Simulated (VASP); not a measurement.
# K2S (Fm-3m) in VASP: a series of runs

Runs on K2S. Level: PBE. Tasks: single point.

Everything below comes from runs of VASP 6.6.1. Logs are shortened: lines on timing, memory, paths and dates and some standing lists are left out, and cuts for length are marked.

### Step 1. The cell of the first run

Symmetry: Fm-3m, No. 225, cubic system. The conventional cell has a = 7.535 Å, b = 7.535 Å, c = 7.535 Å, α = 90.00°, β = 90.00°, γ = 90.00°. Within 4.3 Å of K (site symmetry -43m) lie 4 S at 3.26 Å and 6 K at 3.77 Å. S (site symmetry m-3m) has 8 K at 3.26 Å within 4.3 Å.

### Step 2. Single point, PBE (volume changed by +3%)

Input file INCAR:

```
  ALGO = Normal
  EDIFF = 1E-6
  ENCUT = 500
  GGA = PE
  GGA_COMPAT = F
  ISIF = 2
  ISMEAR = 0
  LASPH = T
  LCHARG = F
  LREAL = F
  LWAVE = F
  NBANDS = 19
  NELM = 120
  PREC = Accurate
  SIGMA = 0.01
```

Input file KPOINTS:

```
k-points
0
Gamma
  6 6 6
```

Input file POSCAR:

```
K2S
1.0
    0.0000000000      3.7675696502      3.7675696502
    3.7675696502      0.0000000000      3.7675696502
    3.7675696502      3.7675696502      0.0000000000
K S
2 1
Direct
    0.2500000000      0.2500000000      0.2500000000
    0.7500000000      0.7500000000      0.7500000000
    0.0000000000      0.0000000000      0.0000000000
```

Potentials or basis: VASP PAW PBE potentials, release 64 (K_sv, S).

Started as:

```console
$ cat potpaw_PBE.64/K_sv/POTCAR potpaw_PBE.64/S/POTCAR > POTCAR
$ mpirun -np 1 vasp_std > vasp.out
```

OUTCAR:

```text
EDIFF = 1E-6
   ENCUT = 500
   GGA = PE
   ISIF = 2
   ISMEAR = 0
   LASPH = T
   LREAL = F
   NELM = 120
   PREC = Accurate

 ion  position               nearest neighbor table
   1  0.250  0.250  0.250-   3 3.26   3 3.26   3 3.26   3 3.26   2 3.77   2 3.77   2 3.77   2 3.77
                             2 3.77   2 3.77
   2  0.750  0.750  0.750-   3 3.26   3 3.26   3 3.26   3 3.26   1 3.77   1 3.77   1 3.77   1 3.77
                             1 3.77   1 3.77
   3  0.000  0.000  0.000-   2 3.26   2 3.26   2 3.26   1 3.26   2 3.26   1 3.26   1 3.26   1 3.26

  LATTYP: Found a face centered cubic cell.
 ALAT       =     7.5351393004

  Lattice vectors:

 A1 = (   0.0000000000,   3.7675696502,   3.7675696502)
 A2 = (   3.7675696502,   0.0000000000,   3.7675696502)
 A3 = (   3.7675696502,   3.7675696502,   0.0000000000)

Analysis of symmetry for initial positions (statically):
=====================================================================
 Subroutine PRICEL returns:
 Original cell was already a primitive cell.

 Routine SETGRP: Setting up the symmetry group for a
 face centered cubic supercell.

 Subroutine GETGRP returns: Found 48 space group operations
 (whereof 48 operations were pure point group operations)
 out of a pool of 48 trial point group operations.

The static configuration has the point symmetry O_h .

Analysis of symmetry for dynamics (positions and initial velocities):
=====================================================================
 Subroutine PRICEL returns:
 Original cell was already a primitive cell.

 Routine SETGRP: Setting up the symmetry group for a
 face centered cubic supercell.

 Subroutine GETGRP returns: Found 48 space group operations
 (whereof 48 operations were pure point group operations)
 out of a pool of 48 trial point group operations.

The dynamic configuration has the point symmetry O_h .

 Subroutine INISYM returns: Found 48 space group operations
 (whereof 48 operations are pure point group operations),
 and found     1 'primitive' translations

----------------------------------------------------------------------------------------

                                     Primitive cell

  volume of cell :     106.9581

  direct lattice vectors                    reciprocal lattice vectors
     0.000000000  3.767569650  3.767569650    -0.132711548  0.132711548  0.132711548
     3.767569650  0.000000000  3.767569650     0.132711548 -0.132711548  0.132711548
     3.767569650  3.767569650  0.000000000     0.132711548  0.132711548 -0.132711548

  length of vectors
     5.328148096  5.328148096  5.328148096     0.229863144  0.229863144  0.229863144

  position of ions in fractional coordinates (direct lattice)
     0.250000000  0.250000000  0.250000000
     0.750000000  0.750000000  0.750000000
     0.000000000  0.000000000  0.000000000

  ion indices of the primitive-cell ions
   primitive index   ion index
                 1           1
                 2           2
                 3           3

----------------------------------------------------------------------------------------

 KPOINTS: k-points

Automatic generation of k-mesh.
 Grid dimensions read from file:
 generate k-points for:    6    6    6

 Generating k-lattice:

  Cartesian coordinates                     Fractional coordinates (reciprocal lattice)
    -0.022118591  0.022118591  0.022118591     0.166666667  0.000000000  0.000000000
     0.022118591 -0.022118591  0.022118591     0.000000000  0.166666667  0.000000000
     0.022118591  0.022118591 -0.022118591     0.000000000  0.000000000  0.166666667

  Length of vectors
     0.038310524  0.038310524  0.038310524

  Shift w.r.t. Gamma in fractional coordinates (k-lattice)
     0.000000000  0.000000000  0.000000000

 Subroutine IBZKPT returns following result:
 ===========================================

 Found     16 irreducible k-points:

 Following reciprocal coordinates:
            Coordinates               Weight
  0.000000  0.000000  0.000000      1.000000
  0.166667  0.000000  0.000000      8.000000
  0.333333  0.000000  0.000000      8.000000
  0.500000  0.000000  0.000000      4.000000
  0.166667  0.166667  0.000000      6.000000
  0.333333  0.166667  0.000000     24.000000
[... 8 lines left out ...]
 -0.333333  0.333333  0.166667     24.000000
 -0.333333  0.500000  0.166667     12.000000
   k-points           NKPTS =     16   k-points in BZ     NKDIM =     16   number of bands    NBANDS=     19
   number of dos      NEDOS =    301   number of ions     NIONS =      3
   total plane-waves  NPLWV =  64000
   dimension x,y,z NGX =    40 NGY =   40 NGZ =   40
   dimension x,y,z NGXF=    80 NGYF=   80 NGZF=   80
   ions per type =               2   1
   NGX,Y,Z   is equivalent  to a cutoff of  12.48, 12.48, 12.48 a.u.
   NGXF,Y,Z  is equivalent  to a cutoff of  24.96, 24.96, 24.96 a.u.
 SYSTEM =  unknown system
   PREC   = accura    normal or accurate (medium, high low for compatibility)
   ISTART =      0    job   : 0-new  1-cont  2-samecut
   ICHARG =      2    charge: 1-file 2-atom 10-const
   ISPIN  =      1    spin polarized calculation?
   LNONCOLLINEAR =      F non collinear calculations
   LSORBIT =      F    spin-orbit coupling
   LASPH  =      T    aspherical Exc in radial PAW
   ENCUT  =  500.0 eV  36.75 Ry    6.06 a.u.   9.71  9.71  9.71*2*pi/ulx,y,z
   NELM   =    120;   NELMIN=  2; NELMDL= -5     # of ELM steps
   EDIFF  = 0.1E-05   stopping-criterion for ELM
   LREAL  =      F    real-space projection
   EDIFFG = 0.1E-04   stopping-criterion for IOM
   NSW    =      0    number of steps for IOM
   IBRION =     -1    ionic relax: 0-MD 1-quasi-New 2-CG
   NFREE  =      0    steps in history (QN), initial steepest desc. (CG)
   ISIF   =      2    stress and relaxation
   ISYM   =      2    0-nonsym 1-usesym 2-fastsym
   POTIM  = 0.5000    time-step for ionic-motion
   TEBEG  =    0.0;   TEEND  =   0.0 temperature during run
   PSTRESS=    0.0 pullay stress
   NELECT =      24.0000    total number of electrons
   NUPDOWN=      -1.0000    fix difference up-down
   EMIN   =  10.00;   EMAX   =-10.00  energy-range for DOS
   EFERMI =   0.00;   METHOD = LEGACY
   ISMEAR =     0;   SIGMA  =   0.01  broadening in eV -4-tet -1-fermi 0-gaus
   EFERMI_NEDOS =   21; number of points for ismear=-14 and -15
   IALGO  =     38    algorithm
   IMIX   =      4    mixing-type and parameters
     AMIX     =   0.40;   BMIX     =  1.00
     AMIX_MAG =   1.60;   BMIX_MAG =  1.00
  volume/ion in A,a.u.               =      35.65       240.60
  Fermi-wavevector in a.u.,A,eV,Ry     =   0.994811  1.879920 13.464994  0.989649
  Thomas-Fermi vector in A             =   2.126788
   LORBIT       =      0    0 simple, 1 ext, 2 COOP (PROOUT), +10 PAW based schemes
   GGA     = PE    functional components
   LHFCALC =     F    Hartree Fock is set to
   AEXX    =    0.0000 exact exchange contribution
   IVDW    =     0    specifies the selected vdW correction
   LEPSILON=     F    determine dielectric tensor
   LRPA    =     F    only Hartree local field effects (RPA)
 non-spin polarized calculation
 Gauss-broadening in eV      SIGMA  =   0.01
  energy-cutoff  :      500.00
  volume of cell :      106.96
 maximum number of plane-waves:      2733
   NGX = 19   NGY = 19   NGZ = 19

 number of electron      24.0000004 magnetization

 Free energy of the ion-electron system (eV)
  ---------------------------------------------------
  ext. energy  EPLUGINS =         0.00000000
  ---------------------------------------------------
  free energy    TOTEN  =        -9.41698284 eV

  energy without entropy =       -9.41698284  energy(sigma->0) =       -9.41698284

 E-fermi :  -0.4535     XC(G=0):  -7.1480

 val. band max:       -0.5149781606   @ k =   0.5000   0.5000   0.0000
 cond. band min:       1.7333719336   @ k =   0.0000   0.0000   0.0000
 fundamental gap:      2.2483500942
 Fermi energy:        -0.4534691890

 k-point     1 :       0.0000    0.0000    0.0000
  band No.  band energies     occupation
      1     -29.8380      2.00000
      2     -29.7714      2.00000
      3     -13.4157      2.00000
      4     -13.4157      2.00000
      5     -13.4157      2.00000
      6     -13.2106      2.00000
[... 11 lines left out ...]
     18       6.7772      0.00000
     19       7.6343      0.00000

 k-point     2 :       0.1667    0.0000    0.0000
  band No.  band energies     occupation
      1     -29.8333      2.00000
      2     -29.7757      2.00000
      3     -13.4097      2.00000
      4     -13.4035      2.00000
      5     -13.4035      2.00000
      6     -13.2441      2.00000
[... 11 lines left out ...]
     18       6.9401      0.00000
     19       7.1505      0.00000

 k-point     3 :       0.3333    0.0000    0.0000
  band No.  band energies     occupation
      1     -29.8208      2.00000
      2     -29.7875      2.00000
      3     -13.3990      2.00000
      4     -13.3692      2.00000
      5     -13.3692      2.00000
      6     -13.3069      2.00000
[... 11 lines left out ...]
     18       7.0212      0.00000
     19       7.0227      0.00000

 k-point     4 :       0.5000    0.0000    0.0000
  band No.  band energies     occupation
      1     -29.8040      2.00000
      2     -29.8039      2.00000
      3     -13.3957      2.00000
      4     -13.3350      2.00000
      5     -13.3232      2.00000
      6     -13.3232      2.00000
[... 11 lines left out ...]
     18       6.9826      0.00000
     19       7.0734      0.00000

 k-point     5 :       0.1667    0.1667    0.0000
  band No.  band energies     occupation
      1     -29.8322      2.00000
      2     -29.7767      2.00000
      3     -13.4284      2.00000
      4     -13.4284      2.00000
      5     -13.3516      2.00000
      6     -13.3077      2.00000
[... 11 lines left out ...]
     18       6.7604      0.00000
     19       6.7604      0.00000

 k-point     6 :       0.3333    0.1667    0.0000
  band No.  band energies     occupation
      1     -29.8233      2.00000
      2     -29.7849      2.00000
      3     -13.4370      2.00000
      4     -13.4250      2.00000
      5     -13.3882      2.00000
      6     -13.2918      2.00000
[... 11 lines left out ...]
     18       6.7956      0.00000
     19       7.3892      0.00000

 k-point     7 :       0.5000    0.1667    0.0000
  band No.  band energies     occupation
      1     -29.8094      2.00000
      2     -29.7983      2.00000
      3     -13.4663      2.00000
      4     -13.4044      2.00000
      5     -13.3920      2.00000
      6     -13.2637      2.00000
[... 11 lines left out ...]
     18       6.6125      0.00000
     19       7.3994      0.00000

 k-point     8 :      -0.3333    0.1667    0.0000
  band No.  band energies     occupation
      1     -29.8136      2.00000
      2     -29.7943      2.00000
      3     -13.4717      2.00000
      4     -13.3753      2.00000
      5     -13.3371      2.00000
      6     -13.3165      2.00000
[... 11 lines left out ...]
     18       6.6163      0.00000
     19       7.1883      0.00000

 k-point     9 :      -0.1667    0.1667    0.0000
  band No.  band energies     occupation
      1     -29.8265      2.00000
      2     -29.7821      2.00000
      3     -13.4467      2.00000
      4     -13.3682      2.00000
      5     -13.3577      2.00000
      6     -13.3110      2.00000
[... 11 lines left out ...]
     18       6.9147      0.00000
     19       6.9884      0.00000

 k-point    10 :       0.3333    0.3333    0.0000
  band No.  band energies     occupation
      1     -29.8205      2.00000
      2     -29.7873      2.00000
      3     -13.4906      2.00000
      4     -13.4536      2.00000
      5     -13.4536      2.00000
      6     -13.2204      2.00000
[... 11 lines left out ...]
     18       6.8227      0.00000
     19       7.2187      0.00000

 k-point    11 :       0.5000    0.3333    0.0000
  band No.  band energies     occupation
      1     -29.8133      2.00000
      2     -29.7941      2.00000
      3     -13.5457      2.00000
      4     -13.4515      2.00000
      5     -13.4461      2.00000
      6     -13.2021      2.00000
[... 11 lines left out ...]
     18       6.7902      0.00000
     19       7.2372      0.00000

 k-point    12 :      -0.3333    0.3333    0.0000
  band No.  band energies     occupation
      1     -29.8037      2.00000
      2     -29.8037      2.00000
      3     -13.5369      2.00000
      4     -13.4263      2.00000
      5     -13.4032      2.00000
      6     -13.2506      2.00000
[... 11 lines left out ...]
     18       6.5820      0.00000
     19       7.3838      0.00000

 k-point    13 :       0.5000    0.5000    0.0000
  band No.  band energies     occupation
      1     -29.8147      2.00000
      2     -29.7926      2.00000
      3     -13.5771      2.00000
      4     -13.4661      2.00000
      5     -13.4661      2.00000
      6     -13.1798      2.00000
[... 11 lines left out ...]
     18       6.9019      0.00000
     19       6.9390      0.00000

 k-point    14 :       0.5000    0.3333    0.1667
  band No.  band energies     occupation
      1     -29.8149      2.00000
      2     -29.7928      2.00000
      3     -13.4981      2.00000
      4     -13.4490      2.00000
      5     -13.3855      2.00000
      6     -13.2650      2.00000
[... 11 lines left out ...]
     18       6.8999      0.00000
     19       7.3616      0.00000

 k-point    15 :      -0.3333    0.3333    0.1667
  band No.  band energies     occupation
      1     -29.8037      2.00000
      2     -29.8037      2.00000
      3     -13.5285      2.00000
      4     -13.4661      2.00000
      5     -13.3279      2.00000
      6     -13.3260      2.00000
[... 11 lines left out ...]
     18       6.6383      0.00000
     19       7.2851      0.00000

 k-point    16 :      -0.3333    0.5000    0.1667
  band No.  band energies     occupation
      1     -29.8092      2.00000
      2     -29.7981      2.00000
      3     -13.5623      2.00000
      4     -13.4818      2.00000
      5     -13.3964      2.00000
      6     -13.2533      2.00000
[... 11 lines left out ...]
     18       6.8420      0.00000
     19       6.9986      0.00000

------------------------ aborting loop because EDIFF is reached ----------------------------------------

  FORCE on cell =-STRESS in cart. coord.  units (eV):
  Direction    XX          YY          ZZ          XY          YZ          ZX
  --------------------------------------------------------------------------------------
  -------------------------------------------------------------------------------------
  Total       -0.3175974     -0.3175974     -0.3175974      0.0000000     -0.0000000      0.0000000
  in kB       -4.7574439     -4.7574439     -4.7574439      0.0000000     -0.0000000      0.0000000
  external PRESSURE =      -4.7574439 kB  Pullay stress =       0.0000000 kB

 VOLUME and BASIS-vectors are now :
 -----------------------------------------------------------------------------
  energy-cutoff  :      500.00
  volume of cell :      106.96
      direct lattice vectors                 reciprocal lattice vectors
     0.000000000  3.767569650  3.767569650    -0.132711548  0.132711548  0.132711548
     3.767569650  0.000000000  3.767569650     0.132711548 -0.132711548  0.132711548
     3.767569650  3.767569650  0.000000000     0.132711548  0.132711548 -0.132711548

 POSITION                                       TOTAL-FORCE (eV/Angst)
 -----------------------------------------------------------------------------------
      1.88378      1.88378      1.88378         0.000000      0.000000      0.000000
      5.65135      5.65135      5.65135        -0.000000     -0.000000     -0.000000
      0.00000      0.00000      0.00000        -0.000000     -0.000000     -0.000000
 -----------------------------------------------------------------------------------
    total drift:                               -0.000000     -0.000000      0.000000

  FREE ENERGIE OF THE ION-ELECTRON SYSTEM (eV)
  ---------------------------------------------------
  free  energy   TOTEN  =        -9.4169828382 eV

  energy  without entropy=       -9.4169828382  energy(sigma->0) =       -9.41698284
```

Wall time 25 s (1 thread of AMD EPYC 9R45 (Zen 5), shared host); peak memory 0.21 GiB.

Results:

- Free energy: -9.4170 eV
- Pressure: -0.5 GPa
- Band gap on the k mesh: 2.25 eV, indirect (least direct gap 2.40 eV)

Levels at points of the mesh, in eV from the valence-band top:
```
           k point  band 10  band 11  band 12  band 13  band 14  band 15
(0.00, 0.00, 0.00)    -0.15    -0.15    -0.15     2.25     5.45     5.45
(0.50, 0.00, 0.00)    -0.59    -0.05    -0.05     4.61     4.78     5.73
(0.50, 0.50, 0.00)    -0.69     0.00     0.00     3.49     5.19     6.32
```

 A k mesh can miss the band edges.

(Continued in part 2 of 2.)
